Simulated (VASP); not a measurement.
# BN (I-4m2) in VASP: further runs

The runs below take BN through single point, with HSE06, r2SCAN.

Everything below comes from runs of VASP 6.6.1. Logs are shortened: lines on timing, memory, paths and dates and some standing lists are left out, and cuts for length are marked.

### 1 The cell of the first run

It takes space group I-4m2 (No. 119, tetragonal). Conventional cell: a = 2.476 Å, b = 2.476 Å, c = 3.655 Å, α = 90.00°, β = 90.00°, γ = 90.00°. B (site symmetry -4m2) has 4 N at 1.54 Å within 2.1 Å. N (site symmetry -4m2) has 4 B at 1.54 Å within 2.1 Å.

### 2 Single point, HSE06 (epitaxial xy strain -3.0%)

The input, POSCAR:

```
BN
1.0
    0.0000000000      1.7506807011      1.8276884058
    1.7506807011      0.0000000000      1.8276884058
    1.7506807011      1.7506807011      0.0000000000
B N
1 1
Direct
    0.0000000000      0.0000000000      0.0000000000
    0.2500000000      0.2500000000      0.2500000000
```

The input, INCAR.step1:

```
SYSTEM = BN
PREC = Accurate
ENCUT = 520
EDIFF = 1E-5
ISMEAR = 0
SIGMA = 0.01
LREAL = .False.
LASPH = .True.
NELM = 60
ALGO = Normal
ISIF = 2
LWAVE = .True.
LCHARG = .False.
GGA = PE
NBANDS = 11
```

The input, INCAR.step2:

```
SYSTEM = BN
PREC = Accurate
ENCUT = 520
EDIFF = 1E-6
ISMEAR = 0
SIGMA = 0.01
LREAL = .False.
LASPH = .True.
NELM = 60
ALGO = Normal
ISIF = 2
LWAVE = .False.
LCHARG = .False.
GGA = PE
LHFCALC = .True.
HFSCREEN = 0.2079
PRECFOCK = Normal
ISTART = 1
NBANDS = 11
```

The input, KPOINTS:

```
Automatic mesh
0
Gamma
  8 8 8
  0 0 0
```

Potentials or basis: VASP PAW PBE potentials, release 64 (B, N).

Started as:

```bash
cat potpaw_PBE.64/B/POTCAR potpaw_PBE.64/N/POTCAR > POTCAR
cp INCAR.step1 INCAR
mpirun -np 1 vasp_std > vasp.out
cp INCAR.step2 INCAR
mpirun -np 1 vasp_std > vasp.out
```

OUTCAR:

```text
SYSTEM = BN
   PREC = Accurate
   ENCUT = 520
   EDIFF = 1E-6
   ISMEAR = 0
   LREAL = .False.
   LASPH = .True.
   NELM = 60
   ISIF = 2
   GGA = PE
   LHFCALC = .True.
   HFSCREEN = 0.2079
   PRECFOCK = Normal
   ISTART = 1

 ion  position               nearest neighbor table
   1  0.000  0.000  0.000-   2 1.54   2 1.54   2 1.54   2 1.54
   2  0.250  0.250  0.250-   1 1.54   1 1.54   1 1.54   1 1.54

  LATTYP: Found a body centered tetragonal cell.
 ALAT       =     2.4758363909
 C/A-ratio  =     1.4764209885

  Lattice vectors:

 A1 = (  -1.7506807011,   0.0000000000,   1.8276884058)
 A2 = (   1.7506807011,   0.0000000000,   1.8276884058)
 A3 = (   0.0000000000,   1.7506807011,  -1.8276884058)

Analysis of symmetry for initial positions (statically):
=====================================================================
 Subroutine PRICEL returns:
 Original cell was already a primitive cell.

 Routine SETGRP: Setting up the symmetry group for a
 body centered tetragonal supercell.

 Subroutine GETGRP returns: Found  8 space group operations
 (whereof  8 operations were pure point group operations)
 out of a pool of 16 trial point group operations.

The static configuration has the point symmetry D_2d.

Analysis of symmetry for dynamics (positions and initial velocities):
=====================================================================
 Subroutine PRICEL returns:
 Original cell was already a primitive cell.

 Routine SETGRP: Setting up the symmetry group for a
 body centered tetragonal supercell.

 Subroutine GETGRP returns: Found  8 space group operations
 (whereof  8 operations were pure point group operations)
 out of a pool of 16 trial point group operations.

The dynamic configuration has the point symmetry D_2d.

 Subroutine INISYM returns: Found  8 space group operations
 (whereof  8 operations are pure point group operations),
 and found     1 'primitive' translations

----------------------------------------------------------------------------------------

                                     Primitive cell

  volume of cell :      11.2033

  direct lattice vectors                    reciprocal lattice vectors
     0.000000000  1.750680701  1.827688406    -0.285603194  0.285603194  0.273569608
     1.750680701  0.000000000  1.827688406     0.285603194 -0.285603194  0.273569608
     1.750680701  1.750680701  0.000000000     0.285603194  0.285603194 -0.273569608

  length of vectors
     2.530874913  2.530874913  2.475836391     0.487830605  0.487830605  0.487830605

  position of ions in fractional coordinates (direct lattice)
     0.000000000  0.000000000  0.000000000
     0.250000000  0.250000000  0.250000000

  ion indices of the primitive-cell ions
   primitive index   ion index
                 1           1
                 2           2

----------------------------------------------------------------------------------------

 KPOINTS: Automatic mesh

Automatic generation of k-mesh.
 Grid dimensions read from file:
 generate k-points for:    8    8    8

 Generating k-lattice:

  Cartesian coordinates                     Fractional coordinates (reciprocal lattice)
    -0.035700399  0.035700399  0.034196201     0.125000000  0.000000000  0.000000000
     0.035700399 -0.035700399  0.034196201     0.000000000  0.125000000  0.000000000
     0.035700399  0.035700399 -0.034196201    -0.000000000 -0.000000000  0.125000000

  Length of vectors
     0.060978826  0.060978826  0.060978826

  Shift w.r.t. Gamma in fractional coordinates (k-lattice)
     0.000000000  0.000000000  0.000000000

 Subroutine IBZKPT returns following result:
 ===========================================

 Found     59 irreducible k-points:

 Following reciprocal coordinates:
            Coordinates               Weight
  0.000000  0.000000  0.000000      1.000000
  0.125000  0.000000  0.000000      8.000000
  0.250000  0.000000  0.000000      8.000000
  0.375000 -0.000000  0.000000      8.000000
  0.500000  0.000000  0.000000      4.000000
  0.125000  0.125000  0.000000      2.000000
[... 16 lines left out ...]
  0.250000  0.000000  0.125000     16.000000
  0.375000 -0.000000  0.125000     16.000000
 [... further k-points ...]
   k-points           NKPTS =     59   k-points in BZ     NKDIM =    512   number of bands    NBANDS=     11
   number of dos      NEDOS =    301   number of ions     NIONS =      2
   total plane-waves  NPLWV =   7200
   dimension x,y,z NGX =    20 NGY =   20 NGZ =   18
   dimension x,y,z NGXF=    40 NGYF=   40 NGZF=   36
   ions per type =               1   1
   NGX,Y,Z   is equivalent  to a cutoff of  13.14, 13.14, 12.09 a.u.
   NGXF,Y,Z  is equivalent  to a cutoff of  26.27, 26.27, 24.17 a.u.
 SYSTEM =  BN
   PREC   = accura    normal or accurate (medium, high low for compatibility)
   ISTART =      1    job   : 0-new  1-cont  2-samecut
   ICHARG =      0    charge: 1-file 2-atom 10-const
   ISPIN  =      1    spin polarized calculation?
   LNONCOLLINEAR =      F non collinear calculations
   LSORBIT =      F    spin-orbit coupling
   LASPH  =      T    aspherical Exc in radial PAW
   ENCUT  =  520.0 eV  38.22 Ry    6.18 a.u.   4.71  4.71  4.60*2*pi/ulx,y,z
   NELM   =     60;   NELMIN=  2; NELMDL=  0     # of ELM steps
   EDIFF  = 0.1E-05   stopping-criterion for ELM
   LREAL  =      F    real-space projection
   EDIFFG = 0.1E-04   stopping-criterion for IOM
   NSW    =      0    number of steps for IOM
   IBRION =     -1    ionic relax: 0-MD 1-quasi-New 2-CG
   NFREE  =      0    steps in history (QN), initial steepest desc. (CG)
   ISIF   =      2    stress and relaxation
   ISYM   =      3    0-nonsym 1-usesym 2-fastsym
   POTIM  = 0.5000    time-step for ionic-motion
   TEBEG  =    0.0;   TEEND  =   0.0 temperature during run
   PSTRESS=    0.0 pullay stress
   NELECT =       8.0000    total number of electrons
   NUPDOWN=      -1.0000    fix difference up-down
   EMIN   =  10.00;   EMAX   =-10.00  energy-range for DOS
   EFERMI =   0.00;   METHOD = LEGACY
   ISMEAR =     0;   SIGMA  =   0.01  broadening in eV -4-tet -1-fermi 0-gaus
   EFERMI_NEDOS =   21; number of points for ismear=-14 and -15
   IALGO  =     38    algorithm
   IMIX   =      1    mixing-type and parameters
     AMIX     =   0.40;   BMIX     =  1.00
     AMIX_MAG =   1.60;   BMIX_MAG =  1.00
  volume/ion in A,a.u.               =       5.60        37.80
  Fermi-wavevector in a.u.,A,eV,Ry     =   1.463264  2.765169 29.132016  2.141143
  Thomas-Fermi vector in A             =   2.579380
   LORBIT       =      0    0 simple, 1 ext, 2 COOP (PROOUT), +10 PAW based schemes
   GGA     = PE    functional components
   LHFCALC =     T    Hartree Fock is set to
   PRECFOCK=normal    Normal, Fast or Accurate (Low or Medium for compatibility)
   ENCUT4O =  -1.0   cutoff for four orbital integrals eV
   NKREDX  =     1    reduce k-point grid by
   NKREDY  =     1    reduce k-point grid by
   NKREDZ  =     1    reduce k-point grid by
   AEXX    =    0.2500 exact exchange contribution
   HFSCREEN=    0.2079 screening length (either q_TF or 0.3 A-1)
   HFSCREENC=   0.2079 screening length for correlation (either q_TF or 0.3 A-1)
   ENCUTFOCK=  -1.0 apply spherical cutoff to Coloumb kernel
   IVDW    =     0    specifies the selected vdW correction
   LEPSILON=     F    determine dielectric tensor
   LRPA    =     F    only Hartree local field effects (RPA)
 non-spin polarized calculation
 Gauss-broadening in eV      SIGMA  =   0.01
  energy-cutoff  :      520.00
  volume of cell :       11.20
 maximum number of plane-waves:       315
  NGX = 16; NGY = 16; NGZ = 14

 number of electron       8.0000000 magnetization

 Free energy of the ion-electron system (eV)
  ---------------------------------------------------
  ext. energy  EPLUGINS =         0.00000000
  ---------------------------------------------------
  free energy    TOTEN  =       -20.27506587 eV

  energy without entropy =      -20.27506587  energy(sigma->0) =      -20.27506587

 E-fermi :   7.5302     XC(G=0): -10.6918

 val. band max:        7.3619177232   @ k =   0.0000   0.0000   0.0000
 cond. band min:      12.7854721126   @ k =   0.5000   0.0000   0.5000
 fundamental gap:      5.4235543893
 Fermi energy:         7.5301958163

 k-point     1 :       0.0000    0.0000    0.0000
  band No.  band energies     occupation
      1     -15.5453      2.00000
      2       6.8791      2.00000
      3       7.3619      2.00000
      4       7.3619      2.00000
      5      17.9395      0.00000
      6      17.9395      0.00000
      7      18.2549      0.00000
      8      20.2363      0.00000
      9      34.9893      0.00000
     10      36.2167      0.00000
     11      36.7235      0.00000

 k-point     2 :       0.1250    0.0000    0.0000
  band No.  band energies     occupation
      1     -15.1190      2.00000
      2       5.0876      2.00000
      3       6.5939      2.00000
      4       6.9735      2.00000
      5      18.2962      0.00000
      6      18.6076      0.00000
      7      18.9844      0.00000
      8      21.4717      0.00000
      9      33.1749      0.00000
     10      34.4592      0.00000
     11      35.0394      0.00000

 k-point     3 :       0.2500    0.0000    0.0000
  band No.  band energies     occupation
      1     -13.8782      2.00000
      2       1.0223      2.00000
      3       5.6439      2.00000
      4       6.2045      2.00000
      5      18.7667      0.00000
      6      19.7816      0.00000
      7      20.0066      0.00000
      8      23.6076      0.00000
      9      32.4803      0.00000
     10      33.5900      0.00000
     11      33.6835      0.00000
[... 267 lines left out ...]
 k-point    23 :       0.2500    0.0000    0.1250
  band No.  band energies     occupation
      1     -13.9754      2.00000
      2       2.4249      2.00000
      3       4.7863      2.00000
      4       5.7248      2.00000
      5      17.3045      0.00000
      6      20.5384      0.00000
      7      21.5570      0.00000
      8      22.5288      0.00000
      9      29.4656      0.00000
     10      35.9731      0.00000
     11      36.8178      0.00000

 k-point    24 :       0.3750   -0.0000    0.1250
  band No.  band energies     occupation
      1     -12.2968      2.00000
      2      -1.5109      2.00000
      3       4.1078      2.00000
      4       4.8896      2.00000
      5      17.9722      0.00000
      6      20.9447      0.00000
      7      22.1589      0.00000
      8      23.6295      0.00000
      9      30.6417      0.00000
     10      36.0347      0.00000
     11      37.5017      0.00000

 [... further k-points ...]

------------------------ aborting loop because EDIFF is reached ----------------------------------------

  FORCE on cell =-STRESS in cart. coord.  units (eV):
  Direction    XX          YY          ZZ          XY          YZ          ZX
  --------------------------------------------------------------------------------------
  -------------------------------------------------------------------------------------
  Total        1.8885259      1.8885259     -0.2776576      0.0000000      0.0000000     -0.0000000
  in kB      270.0769271    270.0769271    -39.7076419      0.0000000      0.0000000     -0.0000000
  external PRESSURE =     166.8154041 kB  Pullay stress =       0.0000000 kB

 VOLUME and BASIS-vectors are now :
 -----------------------------------------------------------------------------
  energy-cutoff  :      520.00
  volume of cell :       11.20
      direct lattice vectors                 reciprocal lattice vectors
     0.000000000  1.750680701  1.827688406    -0.285603194  0.285603194  0.273569608
     1.750680701  0.000000000  1.827688406     0.285603194 -0.285603194  0.273569608
     1.750680701  1.750680701  0.000000000     0.285603194  0.285603194 -0.273569608

 POSITION                                       TOTAL-FORCE (eV/Angst)
 -----------------------------------------------------------------------------------
      0.00000      0.00000      0.00000         0.000000      0.000000      0.000000
      0.87534      0.87534      0.91384        -0.000000     -0.000000     -0.000000
 -----------------------------------------------------------------------------------
    total drift:                                0.000002      0.000002     -0.000006

  FREE ENERGIE OF THE ION-ELECTRON SYSTEM (eV)
  ---------------------------------------------------
  free  energy   TOTEN  =       -20.2750658681 eV

  energy  without entropy=      -20.2750658681  energy(sigma->0) =      -20.27506587
```

Wall time 62 min (1 thread of Intel Xeon 8259CL, shared host); peak memory 0.23 GiB.

Results:

- Free energy: -20.2751 eV
- Pressure: 16.7 GPa
- Band gap on the k mesh: 5.42 eV (least direct gap 10.58 eV)

Levels at points of the mesh, in eV from the valence-band top:
```
           k point  band 1  band 2  band 3  band 4  band 5  band 6  band 7  band 8  band 9
(0.00, 0.00, 0.00)  -22.91   -0.48    0.00    0.00   10.58   10.58   10.89   12.87   27.63
(0.50, 0.00, 0.00)  -18.11  -12.31   -2.75   -1.99   11.55   12.95   13.24   17.79   26.17
(0.50, 0.50, 0.00)  -16.92  -10.75   -5.32   -5.32    6.24   11.59   21.07   21.07   23.43
(0.50, 0.00, 0.50)  -16.36  -10.07   -5.97   -5.93    5.42   10.54   20.73   21.49   24.33
```

Caveat: the cell differs from its parent crystal (epitaxial xy strain -3.0%); the stress differs along the axes, from -4 to 27 GPa; the PAW data sets were made with another functional, which shifts forces and pressure a little.

### 3 Single point, r2SCAN (epitaxial xy strain -2.0%)

The input, POSCAR:

```
BN
1.0
    0.0000000000      1.7687289557      1.8201559063
    1.7687289557      0.0000000000      1.8201559063
    1.7687289557      1.7687289557      0.0000000000
B N
1 1
Direct
    0.0000000000      0.0000000000      0.0000000000
    0.2500000000      0.2500000000      0.2500000000
```

The input, INCAR.step1:

```
SYSTEM = BN
PREC = Accurate
ENCUT = 1460
ISMEAR = 0
SIGMA = 0.01
LREAL = .False.
LASPH = .True.
NELM = 120
NBANDS = 11
GGA = PE
ALGO = Normal
EDIFF = 1E-5
LWAVE = .True.
LCHARG = .False.
GGA_COMPAT = .False.
```

The input, INCAR.step2:

```
SYSTEM = BN
PREC = Accurate
ENCUT = 1460
EDIFF = 1E-6
ISMEAR = 0
SIGMA = 0.01
LREAL = .False.
LASPH = .True.
NELM = 120
ALGO = Normal
ISIF = 2
LWAVE = .False.
LCHARG = .False.
METAGGA = R2SCAN
LMIXTAU = .True.
NBANDS = 11
ISTART = 1
GGA_COMPAT = .False.
```

The input, KPOINTS:

```
Automatic mesh
0
Gamma
  12 12 12
  0 0 0
```

Potentials or basis: VASP PAW PBE potentials, release 64 (B_h, N_h).

Started as:

```bash
cat potpaw_PBE.64/B_h/POTCAR potpaw_PBE.64/N_h/POTCAR > POTCAR
cp INCAR.step1 INCAR
mpirun -np 1 vasp_std > vasp.out
cp INCAR.step2 INCAR
mpirun -np 1 vasp_std > vasp.out
```

Wall time 7.7 min (1 thread of AMD EPYC, shared host); peak memory 0.21 GiB.

It converged, with:

| Quantity | Value |
| --- | --- |
| Free energy | -19.1761 eV |
| Pressure | 12.8 GPa |
| Band gap on the k mesh | 4.76 eV (least direct gap 9.57 eV) |

Stress tensor (GPa, compression positive):
```
19.44  0.00  0.00
 0.00 19.44  0.00
 0.00  0.00 -0.56
```

Levels at points of the mesh, in eV from the valence-band top:
| k point | band 1 | band 2 | band 3 | band 4 | band 5 | band 6 | band 7 | band 8 | band 9 |
| --- | --- | --- | --- | --- | --- | --- | --- | --- | --- |
| (0.00, 0.00, 0.00) | -21.81 | -0.31 | 0.00 | 0.00 | 9.57 | 9.57 | 9.78 | 11.59 | 26.77 |
| (0.50, 0.00, 0.00) | -17.34 | -11.52 | -2.43 | -1.94 | 10.74 | 11.77 | 11.86 | 16.72 | 25.32 |
| (0.50, 0.50, 0.00) | -16.10 | -9.95 | -5.09 | -5.09 | 5.30 | 10.41 | 19.72 | 19.72 | 22.34 |
| (0.50, 0.00, 0.50) | -15.75 | -9.51 | -5.52 | -5.50 | 4.76 | 9.70 | 19.52 | 20.00 | 22.95 |

Caveat: the cell differs from its parent crystal (epitaxial xy strain -2.0%); the stress differs along the axes, from -1 to 19 GPa; the PAW data sets were made with another functional, which shifts forces and pressure a little.

### 4 Single point, r2SCAN (epitaxial xy strain -1.0%)

The input, POSCAR:

```
BN
1.0
    0.0000000000      1.7867772104      1.8125564011
    1.7867772104      0.0000000000      1.8125564011
    1.7867772104      1.7867772104      0.0000000000
B N
1 1
Direct
    0.0000000000      0.0000000000      0.0000000000
    0.2500000000      0.2500000000      0.2500000000
```

The input, INCAR.step1:

```
  PREC = Accurate
  ENCUT = 1460
  ISMEAR = 0
  SIGMA = 0.01
  LREAL = False
  LASPH = True
  NELM = 120
  NBANDS = 11
  GGA = PE
  ALGO = Normal
  EDIFF = 1E-5
  LWAVE = True
  LCHARG = False
  GGA_COMPAT = False
```

The input, INCAR.step2:

```
  PREC = Accurate
  ENCUT = 1460
  EDIFF = 1E-6
  ISMEAR = 0
  SIGMA = 0.01
  LREAL = False
  LASPH = True
  NELM = 120
  ALGO = Normal
  ISIF = 2
  LWAVE = False
  LCHARG = True
  METAGGA = R2SCAN
  LMIXTAU = True
  LELF = True
  LVHAR = True
  NBANDS = 11
  ISTART = 1
  GGA_COMPAT = False
```

The input, KPOINTS:

```
regular mesh
0
Gamma
  12 12 12
```

Started as:

```bash
cat potpaw_PBE.64/B_h/POTCAR potpaw_PBE.64/N_h/POTCAR > POTCAR
cp INCAR.step1 INCAR
mpirun -np 1 vasp_std > vasp.out
cp INCAR.step2 INCAR
mpirun -np 1 vasp_std > vasp.out
```

Run time: 91 s. Hardware: 1 thread of Intel Xeon 6975P-C (Granite Rapids), shared host; peak memory 0.24 GiB.

The run converged. Its results:

- Free energy: -19.1973 eV
- Pressure: 5.9 GPa
- Band gap on the k mesh: 4.88 eV (least direct gap 9.57 eV)

Stress tensor (GPa, compression positive):
```
 9.13  0.00  0.00
 0.00  9.13  0.00
 0.00  0.00 -0.51
```

Levels at points of the mesh, in eV from the valence-band top:
```tsv
k point	band 1	band 2	band 3	band 4	band 5	band 6	band 7	band 8	band 9
(0.00, 0.00, 0.00)	-21.57	-0.15	0.00	0.00	9.57	9.57	9.67	11.36	26.50
(0.50, 0.00, 0.00)	-17.18	-11.31	-2.22	-1.98	10.89	11.59	11.64	16.59	25.15
(0.50, 0.50, 0.00)	-15.84	-9.64	-5.10	-5.10	5.15	10.12	19.54	19.54	22.31
(0.50, 0.00, 0.50)	-15.67	-9.43	-5.31	-5.30	4.88	9.77	19.45	19.68	22.61
```

Caveat: the cell differs from its parent crystal (epitaxial xy strain -1.0%); the stress differs along the axes, from -1 to 9 GPa; the PAW data sets were made with another functional, which shifts forces and pressure a little.

### 5 Overview

| level | potentials or basis | cell | k mesh | cutoff (eV) | grid for exact exchange (PRECFOCK) | share of exact exchange | screening parameter | gap on the mesh (eV) | pressure (GPa) |
| --- | --- | --- | --- | --- | --- | --- | --- | --- | --- |
| HSE06 | VASP PAW PBE potentials, release 64 (B, N) | a = 2.531, b = 2.531, c = 2.476 Å, angles 60.7, 60.7, 58.6°, 2 atoms | 8 × 8 × 8 | 520 | Normal | 0.25 | 0.2079 1/Å | 5.42 | 16.7 |
| r2SCAN | VASP PAW PBE potentials, release 64 (B_h, N_h) | a = 2.538, b = 2.538, c = 2.501 Å, angles 60.5, 60.5, 59.0°, 2 atoms | 12 × 12 × 12 | 1460 | - | - | - | 4.76 | 12.8 |
| r2SCAN | VASP PAW PBE potentials, release 64 (B_h, N_h) | a = 2.545, b = 2.545, c = 2.527 Å, angles 60.2, 60.2, 59.5°, 2 atoms | 12 × 12 × 12 | 1460 | - | - | - | 4.88 | 5.9 |

Alike in all rows: task single point; no spin polarisation; smearing gaussian 0.01 eV.

Caveats: the PAW data sets were made with another functional, which shifts forces and pressure a little; the stress differs along the axes, from -4 to 27 GPa (at least some runs); the stress differs along the axes, from -1 to 19 GPa (at least some runs); the stress differs along the axes, from -1 to 9 GPa (at least some runs).

Total energies depend on the potentials used, so only differences within one code and one set of settings carry meaning.
